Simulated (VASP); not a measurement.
Li2Se:

```
CELL_PARAMETERS angstrom
0.00000 3.00313 3.00313
3.00313 0.00000 3.00313
3.00313 3.00313 0.00000
ATOMIC_POSITIONS crystal
Li 0.75000 0.75000 0.75000
Li 0.25000 0.25000 0.25000
Se 0.00000 0.00000 0.00000
```

| Property | Result |
| --- | --- |
| Program | VASP 6.6.1 |
| Task | relaxation of cell and atoms |
| Functional | LDA |
| Potentials or basis | VASP PAW LDA potentials, release 64 (Li_sv, Se) |
| Cutoff | 750 eV |
| k mesh | 6 × 6 × 6 |
| Occupations | fermi-dirac, width 0.02 eV |
| Spin | no spin polarisation |

At the start: pressure -2.6 GPa; volume 18.06 Å³/atom.

How do energy, volume and symmetry change on relaxing?

Over 4 steps the energy falls by 12.1 meV/atom and the volume is 16.68 Å³/atom (-7.6 %); space group Fm-3m (No. 225, to 0.1 Å) before and after.

Step by step:
```csv
step,energy change (eV),largest force (eV/Å),pressure (GPa),volume (Å³)
1,0.0000,0.0000,-2.64,54.17
2,-0.0286,0.0000,-1.30,51.87
3,-0.0362,0.0000,-0.07,50.14
4,-0.0362,0.0000,0.01,50.05
```

Final structure:
```
CELL_PARAMETERS angstrom
0.00000 2.92490 2.92490
2.92490 0.00000 2.92490
2.92490 2.92490 0.00000
ATOMIC_POSITIONS crystal
Li 0.75000 0.75000 0.75000
Li 0.25000 0.25000 0.25000
Se 0.00000 0.00000 0.00000
```
